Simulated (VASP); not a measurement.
CoSi2, 12 atoms in the cell. The typed cell holds 12 atoms: a = 5.453 Å, b = 5.453 Å, c = 5.453 Å, α = 90.00°, β = 90.00°, γ = 90.00°. 

```yaml
Program: VASP 6.6.1
Task: single point
Functional: PBEsol
Potentials_or_basis: VASP PAW PBE potentials, release 64 (Co, Si)
Cutoff: 520 eV
k_mesh: 3 × 3 × 3
Occupations: fermi-dirac, width 0.3 eV
Spin: no spin polarisation
Dipole_correction: no
Further_INCAR_settings: ALGO = Normal; EDIFF = 1e-06; NBANDS = 46
```

Potentials or basis: VASP PAW PBE potentials, release 64 (Co, Si).

The run is started by

```bash
$ cat potpaw_PBE.64/Co/POTCAR potpaw_PBE.64/Si/POTCAR > POTCAR
$ mpirun -np 1 vasp_std > vasp.out
```

Hardware: 1 thread of Intel(R) Xeon(R) Platinum 8259CL CPU @ 2.50GHz (Skylake/Cascade Lake), with other jobs on the host.

Estimate the wall time of this run.

It took 2.4 min on 1 thread of Intel(R) Xeon(R) Platinum 8259CL CPU @ 2.50GHz (Skylake/Cascade Lake), with other jobs on the host, peak memory 0.29 GiB. Counts: scf iterations 20, k points 14.
